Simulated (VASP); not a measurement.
A run of VASP 6.6.1 is set up as follows.

The input INCAR:

```
SYSTEM = Os
PREC = Accurate
ENCUT = 560
EDIFF = 1E-6
ISMEAR = 0
SIGMA = 0.3
LREAL = .False.
LASPH = .True.
NELM = 120
ALGO = Normal
ISIF = 2
LWAVE = .False.
LCHARG = .False.
GGA = CA
NBANDS = 23
GGA_COMPAT = .False.
```

KPOINTS

```
Automatic mesh
0
Gamma
  13 13 8
  0 0 0
```

The input POSCAR:

```
Os
1.0
    2.7175247593      0.0000000000      0.0000000000
   -1.3587623796      2.3534454770      0.0000000000
    0.0000000000      0.0000000000      4.2844606214
Os
2
Direct
    0.3333333333      0.6666666667      0.2500000000
    0.6666666667      0.3333333333      0.7500000000
```

Potentials or basis: VASP PAW LDA potentials, release 64 (Os_sv_GW).

Launch:

```sh
$ cat potpaw_LDA.64/Os_sv_GW/POTCAR > POTCAR
$ mpirun -np 1 vasp_std > vasp.out
```

(1) Estimate the band gap on the k mesh.

(2) Predict the pressure.

Results:

(1) zero (bands 16 and 17 overlap by 3.97 eV).

(2) 0.6 GPa.

Caveat: so wide a smearing shifts energies and pressures; spin-orbit coupling is left out, which moves the levels of the heavy elements.
